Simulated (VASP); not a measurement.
Set up this calculation in VASP 6.6.1, as the native input.

```
Task                   : single point
Functional             : LDA
Potentials or basis    : VASP PAW LDA potentials, release 64 (Ga_d, Sb)
Cutoff                 : 500 eV
k mesh                 : 5 × 5 × 5
Occupations            : gaussian, width 0.02 eV
Spin                   : no spin polarisation
Dipole correction      : no
Further INCAR settings : ALGO = Normal; EDIFF = 1e-06; NBANDS = 16
```

The structure of GaSb lies in POSCAR:

```
GaSb
1.0
    0.0000000000      3.1301649067      2.9214872462
    3.1301649067      0.0000000000      2.9214872462
    3.1301649067      3.1301649067      0.0000000000
Ga Sb
1 1
Direct
    0.0000000000      0.0000000000      0.0000000000
    0.2500000000      0.2500000000      0.2500000000
```

The input as run:

INCAR

```
SYSTEM = GaSb
  ALGO = Normal
  EDIFF = 1E-6
  ENCUT = 500
  GGA_COMPAT = .FALSE.
  ISIF = 2
  ISMEAR = 0
  LASPH = .TRUE.
  LCHARG = .FALSE.
  LREAL = .FALSE.
  LWAVE = .FALSE.
  NBANDS = 16
  NELM = 120
  PREC = Accurate
  SIGMA = 0.02
```

KPOINTS

```
k-points
0
G
  5 5 5
  0 0 0
```

Potentials or basis: VASP PAW LDA potentials, release 64 (Ga_d, Sb).

The run is started by

```bash
$ cat potpaw_LDA.64/Ga_d/POTCAR potpaw_LDA.64/Sb/POTCAR > POTCAR
$ mpirun -np 1 vasp_std > vasp.out
```

Results of the run:

```json
{
  "Pressure": "-1.4 GPa",
  "Band gap on the k mesh": "0.36 eV, direct"
}
```

Caveat: spin-orbit coupling is left out, which moves the levels of the heavy elements.

Run time: 4.6 s on 1 thread of Intel(R) Xeon(R) 6975P-C (Granite Rapids) (shared host), peak memory 0.15 GiB.
